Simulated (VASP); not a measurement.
ZrC:

```
Zr C
1.0
     0.00000    2.24571    2.24571
     2.24571    0.00000    2.24571
     2.24571    2.24571    0.00000
Zr C
1 1
Direct
  0.00000 0.00000 0.00000
  0.50000 0.50000 0.50000
```

- Program: VASP 6.6.1
- Task: relaxation of cell and atoms
- Functional: PBE
- Potentials or basis: VASP PAW PBE potentials, release 64 (Zr_sv, C)
- Cutoff: 600 eV
- k mesh: 7 × 7 × 7
- Occupations: fermi-dirac, width 0.1 eV
- Spin: no spin polarisation

At the start: pressure 42.2 GPa; volume 11.33 Å³/atom.

Question: How do energy, volume and symmetry change on relaxing?

Answer: Over 18 steps the energy falls by 203.2 meV/atom and the volume is 13.06 Å³/atom (+15.3 %); space group Fm-3m (No. 225, to 0.1 Å) before and after.

Step by step:
| step | energy change (eV) | largest force (eV/Å) | pressure (GPa) | volume (Å³) |
| --- | --- | --- | --- | --- |
| 1 | 0.0000 | 0.0000 | 42.16 | 22.65 |
| 2 | 0.6152 | 0.0000 | -33.78 | 33.89 |
| 3 | -0.4042 | 0.0000 | -2.39 | 26.42 |
| 4 | -0.4063 | 0.0000 | -0.38 | 26.18 |
| 5 | -0.4064 | 0.0000 | 0.25 | 26.10 |
| 6 | -0.4064 | 0.0000 | 0.25 | 26.10 |
| 7 | -0.4064 | 0.0000 | 0.24 | 26.10 |
| 8 | -0.4064 | 0.0000 | 0.23 | 26.10 |
| 9 | -0.4064 | 0.0000 | 0.23 | 26.10 |
| 10 | -0.4064 | 0.0000 | 0.23 | 26.10 |
| 11 | -0.4064 | 0.0000 | 0.23 | 26.10 |
| 12 | -0.4064 | 0.0000 | 0.23 | 26.10 |
| 13 | -0.4064 | 0.0000 | 0.23 | 26.10 |
| 14 | -0.4064 | 0.0000 | 0.23 | 26.10 |
| 15 | -0.4064 | 0.0000 | 0.22 | 26.11 |
| 16 | -0.4064 | 0.0000 | 0.21 | 26.11 |
| 17 | -0.4064 | 0.0000 | 0.18 | 26.11 |
| 18 | -0.4064 | 0.0000 | 0.10 | 26.12 |

Final structure:
```
CELL_PARAMETERS angstrom
0.00000 2.35493 2.35493
2.35493 0.00000 2.35493
2.35493 2.35493 0.00000
ATOMIC_POSITIONS crystal
Zr 0.00000 0.00000 0.00000
C 0.50000 0.50000 0.50000
```

Caveat: the volume moved by over 15 % at a fixed basis, so the end points are rough.
